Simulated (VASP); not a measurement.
Runs of VASP 6.6.1 on Pt. The structure is that of space group P6_3/mmc (No. 194), or close to it. The cells are those of the table. 

```tsv
cell	gap on the mesh (eV)	pressure (GPa)
a = 2.761, b = 2.761, c = 4.792 Å, angles 90.0, 90.0, 120.0°, 2 atoms	none	-14.9
a = 2.723, b = 2.723, c = 4.727 Å, angles 90.0, 90.0, 120.0°, 2 atoms	none	(b)
a = 2.797, b = 2.797, c = 4.855 Å, angles 90.0, 90.0, 120.0°, 2 atoms	none	(a)
a = 2.685, b = 2.685, c = 4.661 Å, angles 90.0, 90.0, 120.0°, 2 atoms	none	8.1
a = 2.832, b = 2.832, c = 4.917 Å, angles 90.0, 90.0, 120.0°, 2 atoms	none	-28.0
```

Alike in all rows: task single point; level LDA; potentials or basis VASP PAW LDA potentials, release 64 (Pt); no spin polarisation; k mesh 12 × 12 × 6; cutoff (eV) 520; smearing fermi-dirac 0.1 eV.

Task: Fill in the values left out.

Result: (a) -22.4; (b) -4.9.

Caveats: spin-orbit coupling is left out, which moves the levels of the heavy elements.

A k mesh can miss the band edges, and the runs leave out spin-orbit coupling on Pt.

A gap of «none» marks levels without a gap at the run's occupations.
